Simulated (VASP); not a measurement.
# Ba: single point with PBE

Ba:

```
Ba
1.0
     0.00000    3.09208    3.09208
     3.09208    0.00000    3.09208
     3.09208    3.09208    0.00000
Ba
1
Direct
  0.00000 0.00000 0.00000
```

This cell differs from its parent crystal: volume scaled by 0.92.

```
Program             : VASP 6.6.1
Task                : single point
Functional          : PBE
Potentials or basis : VASP PAW PBE potentials, release 64 (Ba_sv)
Cutoff              : 520 eV
k mesh              : 10 × 10 × 10
Occupations         : fermi-dirac, width 0.1 eV
Spin                : no spin polarisation
```

```
Pressure               : 0.8 GPa
Band gap on the k mesh : zero (band 5 reaches 1.89 eV, above the bottom of band 6 at 1.66 eV)
```

Levels at points of the mesh, in eV from the Fermi level:
| k point | band 1 | band 2 | band 3 | band 4 | band 5 | band 6 | band 7 | band 8 | band 9 | band 10 |
| --- | --- | --- | --- | --- | --- | --- | --- | --- | --- | --- |
| (0.00, 0.00, 0.00) | -28.79 | -13.70 | -13.70 | -13.70 | -2.82 | 1.84 | 1.84 | 1.84 | 3.52 | 3.52 |
| (0.50, 0.00, 0.00) | -28.73 | -14.27 | -13.78 | -13.78 | -0.98 | 1.25 | 1.68 | 1.68 | 4.82 | 4.82 |
| (0.50, 0.50, 0.00) | -28.72 | -14.23 | -13.91 | -13.91 | -0.90 | -0.24 | 2.33 | 4.84 | 5.22 | 5.22 |

It took 10 s on 1 thread of Intel(R) Xeon(R) 6975P-C (Granite Rapids), on a shared host, peak memory 0.21 GiB.

Caveat: spin-orbit coupling is left out, which moves the levels of the heavy elements.
